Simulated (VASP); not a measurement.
Runs of VASP 6.6.1 on Al3Os. The structure is that of space group Pm-3m (No. 221), or close to it. The cells are those of the table. 

```csv
task,cell,k mesh,cutoff (eV),gap on the mesh (eV),pressure (GPa),relaxed volume (Å³/atom)
single point,"a = 3.836, b = 3.836, c = 3.796 Å, 4 atoms",6 × 6 × 6,520,none,6.8,-
relaxation of cell and atoms,"relaxed from a = 3.870 Å, 4 atoms",12 × 12 × 12,600,none,0.0,14.52
relaxation of cell and atoms,"relaxed from a = 3.836, b = 3.836, c = 3.796 Å, 4 atoms",4 × 4 × 4,600,none,0.1,(a)
single point,"a = 3.873 Å, 4 atoms",12 × 12 × 12,520,none,0.0,-
single point,"a = 3.870 Å, 4 atoms",4 × 4 × 4,520,none,0.0,-
```

Alike in all rows: level PBE; potentials or basis VASP PAW PBE potentials, release 64 (Al, Os); no spin polarisation; smearing gaussian 0.1 eV.

Task: Estimate the missing entries.

Result: (a) 14.48.

Caveats: some runs use coarse meshes; spin-orbit coupling is left out, which moves the levels of the heavy elements.

A k mesh can miss the band edges, and the runs leave out spin-orbit coupling on Os.

A gap of «none» marks levels without a gap at the run's occupations.
